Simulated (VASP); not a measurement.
# LiHF2 (R-3m) in VASP: notebook, part 2 of 2

VASP 6.6.1. The steps go on from the part before.

### Step 5. Single point, LDA (strain +0.015 along x and y, +0.030 along z)

Contents of INCAR:

```
SYSTEM = LiHF2
ALGO = Normal ; EDIFF = 1E-6
ENCUT = 520 ; GGA = CA
ISIF = 2 ; ISMEAR = 0
LASPH = .True. ; LCHARG = .False.
LREAL = .False. ; LWAVE = .False.
NBANDS = 17 ; NELM = 60
PREC = Accurate ; SIGMA = 0.05
```

Contents of KPOINTS:

```
k-points
0
Gamma
  9 9 9
  0 0 0
```

Contents of POSCAR:

```
LiHF2
1.0
    1.4644299828      0.8454890448      4.4594993651
   -1.4644299828      0.8454890448      4.4594993651
    0.0000000000     -1.6909780896      4.4594993651
Li H F
1 1 2
Direct
    0.0000000000      0.0000000000      0.0000000000
    0.5000000000      0.5000000000      0.5000000000
    0.4125119035      0.4125119035      0.4125119035
    0.5874880965      0.5874880965      0.5874880965
```

Potentials or basis: VASP PAW LDA potentials, release 64 (Li_sv, H, F).

On the command line:

```console
$ cat potpaw_LDA.64/Li_sv/POTCAR potpaw_LDA.64/H/POTCAR potpaw_LDA.64/F/POTCAR > POTCAR
$ mpirun -np 1 vasp_std > vasp.out
```

OUTCAR:

```text
SYSTEM = LiHF2
   EDIFF = 1E-6
   ENCUT = 520
   GGA = CA
   ISIF = 2
   ISMEAR = 0
   LASPH = .True.
   LREAL = .False.
   NELM = 60
   PREC = Accurate

 ion  position               nearest neighbor table
   1  0.000  0.000  0.000-   4 2.00   4 2.00   3 2.00   3 2.00   4 2.00   3 2.00
   2  0.500  0.500  0.500-   3 1.17   4 1.17
   3  0.413  0.413  0.413-   2 1.17   1 2.00   1 2.00   1 2.00
   4  0.587  0.587  0.587-   2 1.17   1 2.00   1 2.00   1 2.00

  LATTYP: Found a trigonal (rhomboedric) cell.
 ALAT       =     4.7693334426
 COS(alpha) =     0.8114390114

  Lattice vectors:

 A1 = (   1.4644299828,   0.8454890448,   4.4594993651)
 A2 = (  -1.4644299828,   0.8454890448,   4.4594993651)
 A3 = (   0.0000000000,  -1.6909780896,   4.4594993651)

Analysis of symmetry for initial positions (statically):
=====================================================================
 Subroutine PRICEL returns:
 Original cell was already a primitive cell.

 Routine SETGRP: Setting up the symmetry group for a
 trigonal (rhombohedral) supercell.

 Subroutine GETGRP returns: Found 12 space group operations
 (whereof 12 operations were pure point group operations)
 out of a pool of 12 trial point group operations.

The static configuration has the point symmetry D_3d.

Analysis of symmetry for dynamics (positions and initial velocities):
=====================================================================
 Subroutine PRICEL returns:
 Original cell was already a primitive cell.

 Routine SETGRP: Setting up the symmetry group for a
 trigonal (rhombohedral) supercell.

 Subroutine GETGRP returns: Found 12 space group operations
 (whereof 12 operations were pure point group operations)
 out of a pool of 12 trial point group operations.

The dynamic configuration has the point symmetry D_3d.

 Subroutine INISYM returns: Found 12 space group operations
 (whereof 12 operations are pure point group operations),
 and found     1 'primitive' translations

----------------------------------------------------------------------------------------

                                     Primitive cell

  volume of cell :      33.1294

  direct lattice vectors                    reciprocal lattice vectors
     1.464429983  0.845489045  4.459499365     0.341429775  0.197124573  0.074746806
    -1.464429983  0.845489045  4.459499365    -0.341429775  0.197124573  0.074746806
     0.000000000 -1.690978090  4.459499365     0.000000000 -0.394249145  0.074746806

  length of vectors
     4.769333443  4.769333443  4.769333443     0.401272319  0.401272319  0.401272319

  position of ions in fractional coordinates (direct lattice)
     0.000000000  0.000000000  0.000000000
     0.500000000  0.500000000  0.500000000
     0.412511903  0.412511903  0.412511903
     0.587488097  0.587488097  0.587488097

  ion indices of the primitive-cell ions
   primitive index   ion index
                 1           1
                 2           2
                 3           3
                 4           4

----------------------------------------------------------------------------------------

 KPOINTS: k-points

Automatic generation of k-mesh.
 Grid dimensions read from file:
 generate k-points for:    9    9    9

 Generating k-lattice:

  Cartesian coordinates                     Fractional coordinates (reciprocal lattice)
     0.037936642  0.021902730  0.008305201     0.111111111 -0.000000000 -0.000000000
    -0.037936642  0.021902730  0.008305201    -0.000000000  0.111111111 -0.000000000
     0.000000000 -0.043805461  0.008305201    -0.000000000 -0.000000000  0.111111111

  Length of vectors
     0.044585813  0.044585813  0.044585813

  Shift w.r.t. Gamma in fractional coordinates (k-lattice)
     0.000000000  0.000000000  0.000000000

 Subroutine IBZKPT returns following result:
 ===========================================

 Found     85 irreducible k-points:

 Following reciprocal coordinates:
            Coordinates               Weight
  0.000000  0.000000  0.000000      1.000000
  0.111111  0.000000  0.000000      6.000000
  0.222222 -0.000000  0.000000      6.000000
  0.333333 -0.000000 -0.000000      6.000000
  0.444444 -0.000000  0.000000      6.000000
  0.111111  0.111111  0.000000      6.000000
[... 16 lines left out ...]
 -0.333333  0.333333  0.000000      6.000000
  0.444444  0.444444  0.000000      6.000000
 [... further k-points ...]
   k-points           NKPTS =     85   k-points in BZ     NKDIM =     85   number of bands    NBANDS=     17
   number of dos      NEDOS =    301   number of ions     NIONS =      4
   total plane-waves  NPLWV =  46656
   dimension x,y,z NGX =    36 NGY =   36 NGZ =   36
   dimension x,y,z NGXF=    72 NGYF=   72 NGZF=   72
   ions per type =               1   1   2
   NGX,Y,Z   is equivalent  to a cutoff of  12.55, 12.55, 12.55 a.u.
   NGXF,Y,Z  is equivalent  to a cutoff of  25.10, 25.10, 25.10 a.u.
 SYSTEM =  LiHF2
   PREC   = accura    normal or accurate (medium, high low for compatibility)
   ISTART =      0    job   : 0-new  1-cont  2-samecut
   ICHARG =      2    charge: 1-file 2-atom 10-const
   ISPIN  =      1    spin polarized calculation?
   LNONCOLLINEAR =      F non collinear calculations
   LSORBIT =      F    spin-orbit coupling
   LASPH  =      T    aspherical Exc in radial PAW
   ENCUT  =  520.0 eV  38.22 Ry    6.18 a.u.   8.87  8.87  8.87*2*pi/ulx,y,z
   NELM   =     60;   NELMIN=  2; NELMDL= -5     # of ELM steps
   EDIFF  = 0.1E-05   stopping-criterion for ELM
   LREAL  =      F    real-space projection
   EDIFFG = 0.1E-04   stopping-criterion for IOM
   NSW    =      0    number of steps for IOM
   IBRION =     -1    ionic relax: 0-MD 1-quasi-New 2-CG
   NFREE  =      0    steps in history (QN), initial steepest desc. (CG)
   ISIF   =      2    stress and relaxation
   ISYM   =      2    0-nonsym 1-usesym 2-fastsym
   POTIM  = 0.5000    time-step for ionic-motion
   TEBEG  =    0.0;   TEEND  =   0.0 temperature during run
   PSTRESS=    0.0 pullay stress
   NELECT =      18.0000    total number of electrons
   NUPDOWN=      -1.0000    fix difference up-down
   EMIN   =  10.00;   EMAX   =-10.00  energy-range for DOS
   EFERMI =   0.00;   METHOD = LEGACY
   ISMEAR =     0;   SIGMA  =   0.05  broadening in eV -4-tet -1-fermi 0-gaus
   EFERMI_NEDOS =   21; number of points for ismear=-14 and -15
   IALGO  =     38    algorithm
   IMIX   =      4    mixing-type and parameters
     AMIX     =   0.40;   BMIX     =  1.00
     AMIX_MAG =   1.60;   BMIX_MAG =  1.00
  volume/ion in A,a.u.               =       8.28        55.89
  Fermi-wavevector in a.u.,A,eV,Ry     =   1.335860  2.524410 24.279903  1.784523
  Thomas-Fermi vector in A             =   2.464532
   LORBIT       =      0    0 simple, 1 ext, 2 COOP (PROOUT), +10 PAW based schemes
   GGA     = CA    functional components
   LHFCALC =     F    Hartree Fock is set to
   AEXX    =    0.0000 exact exchange contribution
   IVDW    =     0    specifies the selected vdW correction
   LEPSILON=     F    determine dielectric tensor
   LRPA    =     F    only Hartree local field effects (RPA)
 non-spin polarized calculation
 Gauss-broadening in eV      SIGMA  =   0.05
  energy-cutoff  :      520.00
  volume of cell :       33.13
 maximum number of plane-waves:       919
   NGX = 17   NGY = 17   NGZ = 17

 number of electron      18.0000001 magnetization

 Free energy of the ion-electron system (eV)
  ---------------------------------------------------
  ext. energy  EPLUGINS =         0.00000000
  ---------------------------------------------------
  free energy    TOTEN  =       -19.78331700 eV

  energy without entropy =      -19.78331700  energy(sigma->0) =      -19.78331700

 E-fermi :  -2.6998     XC(G=0):  -9.9133

 val. band max:       -2.9972528087   @ k =   0.4444   0.4444   0.4444
 cond. band min:       4.8185401988   @ k =   0.0000   0.0000   0.0000
 fundamental gap:      7.8157930075
 Fermi energy:        -2.6997521803

 k-point     1 :       0.0000    0.0000    0.0000
  band No.  band energies     occupation
      1     -42.3604      2.00000
      2     -23.5677      2.00000
      3     -22.2469      2.00000
      4      -8.5896      2.00000
      5      -3.4009      2.00000
      6      -3.3361      2.00000
[... 457 lines left out ...]
      4      -7.5570      2.00000
      5      -5.5982      2.00000
      6      -4.6209      2.00000
[... 9 lines left out ...]
     16      16.2798      0.00000
     17      20.0951      0.00000

 [... further k-points ...]

------------------------ aborting loop because EDIFF is reached ----------------------------------------

  FORCE on cell =-STRESS in cart. coord.  units (eV):
  Direction    XX          YY          ZZ          XY          YZ          ZX
  --------------------------------------------------------------------------------------
  -------------------------------------------------------------------------------------
  Total       -0.5248119     -0.5248119     -2.3557156      0.0000000      0.0000000      0.0000000
  in kB      -25.3805094    -25.3805094   -113.9251188      0.0000000      0.0000000      0.0000000
  external PRESSURE =     -54.8953792 kB  Pullay stress =       0.0000000 kB

 VOLUME and BASIS-vectors are now :
 -----------------------------------------------------------------------------
  energy-cutoff  :      520.00
  volume of cell :       33.13
      direct lattice vectors                 reciprocal lattice vectors
     1.464429983  0.845489045  4.459499365     0.341429775  0.197124573  0.074746806
    -1.464429983  0.845489045  4.459499365    -0.341429775  0.197124573  0.074746806
     0.000000000 -1.690978090  4.459499365     0.000000000 -0.394249145  0.074746806

 POSITION                                       TOTAL-FORCE (eV/Angst)
 -----------------------------------------------------------------------------------
      0.00000      0.00000      0.00000         0.000000      0.000000      0.000000
      0.00000      0.00000      6.68925         0.000000      0.000000      0.000000
      0.00000      0.00000      5.51879         0.000000     -0.000000      0.518364
      0.00000      0.00000      7.85971         0.000000     -0.000000     -0.518364
 -----------------------------------------------------------------------------------
    total drift:                               -0.000000      0.000000     -0.000000

  FREE ENERGIE OF THE ION-ELECTRON SYSTEM (eV)
  ---------------------------------------------------
  free  energy   TOTEN  =       -19.7833170040 eV

  energy  without entropy=      -19.7833170040  energy(sigma->0) =      -19.78331700
```

stdout:

```text
POSCAR found type information on POSCAR LiH F
 POSCAR found :  3 types and       4 ions
 scaLAPACK will be used
 LDA part: xc-table for (Slater(with rela. corr.)+CA(PZ))
 , standard interpolation
 POSCAR, INCAR and KPOINTS ok, starting setup
 FFT: planning ... GRIDC
 FFT: planning ... GRID_SOFT
 FFT: planning ... GRID
 WAVECAR not read
 entering main loop
```

It took 48 s on 1 thread of Intel Xeon Platinum 8488C (Sapphire Rapids), shared host; peak memory 0.18 GiB.

What came out:

- Free energy: -19.7833 eV
- Largest force: 0.518 eV/Å
- Band gap on the k mesh: 7.82 eV, indirect (least direct gap 8.01 eV)

Forces on the atoms (eV/Å):
```
Li   0.000  0.000  0.000
H    0.000  0.000  0.000
F    0.000  0.000  0.518
F    0.000  0.000 -0.518
```

Caveat: the cell differs from its parent crystal (strain +0.015 along x and y, +0.030 along z); the cutoff is under 1.25 times the usual one of these potentials, so pressure, stress and relaxed cells hold a basis-set (Pulay) error. A k mesh can miss the band edges.

### Step 6. Single point, LDA (strain +0.030 along x and y, +0.000 along z)

Contents of INCAR:

```
SYSTEM = LiHF2
PREC = Accurate
ENCUT = 520
EDIFF = 1E-6
ISMEAR = 0
SIGMA = 0.05
LREAL = .False.
LASPH = .True.
NELM = 60
ALGO = Normal
ISIF = 2
LWAVE = .False.
LCHARG = .False.
NBANDS = 17
```

Contents of KPOINTS:

```
Automatic mesh
0
Gamma
  9 9 9
  0 0 0
```

Contents of POSCAR:

```
LiHF2
1.0
    1.4860718052      0.8579839568      4.3296110341
   -1.4860718052      0.8579839568      4.3296110341
    0.0000000000     -1.7159679136      4.3296110341
Li H F
1 1 2
Direct
    0.0000000000      0.0000000000      0.0000000000
    0.5000000000      0.5000000000      0.5000000000
    0.4125119035      0.4125119035      0.4125119035
    0.5874880965      0.5874880965      0.5874880965
```

Potentials or basis: VASP PAW LDA potentials, release 64 (Li_sv, H, F).

On the command line:

```console
$ cat potpaw_LDA.64/Li_sv/POTCAR potpaw_LDA.64/H/POTCAR potpaw_LDA.64/F/POTCAR > POTCAR
$ mpirun -np 1 vasp_std > vasp.out
```

Wall time 49 s (1 thread of Intel Xeon Platinum 8488C (Sapphire Rapids), shared host); peak memory 0.18 GiB.

It converged, with:

* Free energy: -19.8011 eV
* Largest force: 0.225 eV/Å
* Band gap on the k mesh: 7.97 eV, indirect (least direct gap 8.20 eV)

Forces on the atoms (eV/Å):
```
Li   0.000  0.000  0.000
H    0.000  0.000  0.000
F    0.000  0.000 -0.225
F    0.000  0.000  0.225
```

Levels at points of the mesh, in eV from the valence-band top:
| k point | band 5 | band 6 | band 7 | band 8 | band 9 | band 10 | band 11 | band 12 | band 13 | band 14 |
| --- | --- | --- | --- | --- | --- | --- | --- | --- | --- | --- |
| (0.00, 0.00, 0.00) | -0.42 | -0.42 | -0.23 | -0.23 | -0.23 | 7.97 | 12.69 | 16.95 | 18.55 | 19.58 |

Caveat: the cell differs from its parent crystal (strain +0.030 along x and y, +0.000 along z); the cutoff is under 1.25 times the usual one of these potentials, so pressure, stress and relaxed cells hold a basis-set (Pulay) error. A k mesh can miss the band edges.

### Step 7. The runs side by side

| cell | gap on the mesh (eV) | largest force (eV/Å) |
| --- | --- | --- |
| a = 4.537 Å, angles 38.2°, 4 atoms | 8.20 | 1.13 |
| a = 4.709 Å, angles 36.2°, 4 atoms | 7.96 | 0.20 |
| a = 4.597 Å, angles 37.7°, 4 atoms | 8.09 | 0.65 |
| a = 4.769 Å, angles 35.8°, 4 atoms | 7.82 | 0.52 |
| a = 4.657 Å, angles 37.2°, 4 atoms | 7.97 | 0.22 |

Alike in all rows: task single point; level LDA; potentials or basis VASP PAW LDA potentials, release 64 (Li_sv, H, F); no spin polarisation; k mesh 9 × 9 × 9; cutoff (eV) 520; smearing gaussian 0.05 eV.

Caveats: the cutoff is under 1.25 times the usual one of these potentials, so pressure, stress and relaxed cells hold a basis-set (Pulay) error; forces of over 1 eV/Å act on the atoms, so gaps and moduli don't describe the material at rest (some runs).

Total energies depend on the potentials used, so only differences within one code and one set of settings carry meaning.
